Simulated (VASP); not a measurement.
Ta9N8 (a cell with a defect): single point with PBE

The system is Ta9N8 (a cell with a defect).

```
Ta N
1.0
     0.00000    0.00000    5.79554
    -2.95018   -5.10987    0.00000
     5.90037    0.00000    0.00000
Ta N
9 8
Direct
  0.25689 0.16495 0.83235
  0.74311 0.16504 0.83236
  0.25414 0.17526 0.33869
  0.74584 0.17529 0.33868
  0.27760 0.66650 0.80274
  0.72238 0.66661 0.80273
  0.26906 0.66538 0.35647
  0.73091 0.66544 0.35650
  0.99998 0.76638 0.12329
  0.99999 0.02034 0.52983
  0.49999 0.99837 0.49640
  0.99993 0.03134 0.99541
  0.49998 0.00517 0.00032
  0.99999 0.49770 0.50145
  0.49998 0.46331 0.47011
  0.00007 0.41762 0.99948
  0.49999 0.49185 0.99481
```

```json
{
  "Program": "VASP 6.6.1",
  "Task": "single point",
  "Functional": "PBE",
  "Potentials or basis": "VASP PAW PBE potentials, release 64 (Ta_pv, N)",
  "Cutoff": "520 eV",
  "k mesh": "4 × 5 × 5, shifted",
  "Occupations": "gaussian, width 0.1 eV",
  "Spin": "no spin polarisation"
}
```

| Item | Value |
| --- | --- |
| Pressure | 58.3 GPa |
| Largest force | 1.112 eV/Å |
| Band gap on the k mesh | zero (an odd number of electrons rules out a gap without spin polarisation) |

Forces on the atoms (eV/Å):
```
Ta  -0.062 -0.118  0.021
Ta  -0.061 -0.118 -0.020
Ta  -0.171  0.107 -0.244
Ta  -0.170  0.108  0.244
Ta  -0.446 -0.540 -0.081
Ta  -0.444 -0.536  0.081
Ta   0.215 -0.273  0.261
Ta   0.216 -0.272 -0.262
Ta   0.496  0.996 -0.001
N   -0.192 -0.315  0.000
N   -0.032 -0.217  0.000
N    0.182  0.576  0.002
N   -0.019 -0.216  0.000
N   -0.084 -0.053  0.000
N    0.382  0.371  0.000
N    0.323  0.609  0.000
N   -0.129 -0.108 -0.001
```

Stress tensor (GPa, compression positive):
```
59.21  3.99  0.00
 3.99 56.98  0.02
 0.00  0.02 58.71
```

Levels at points of the mesh, in eV from the Fermi level:
```
           k point  band 65  band 66  band 67  band 68  band 69  band 70  band 71  band 72  band 73  band 74
(0.12, 0.00, 0.00)    -1.77    -1.24    -1.02    -0.74    -0.45     0.21     1.06     1.33     1.55     1.90
```

It took 20 min on 1 thread of Intel(R) Xeon(R) 6975P-C (Granite Rapids), with other jobs on the host, peak memory 0.6 GiB.

Caveat: spin-orbit coupling is left out, which moves the levels of the heavy elements.
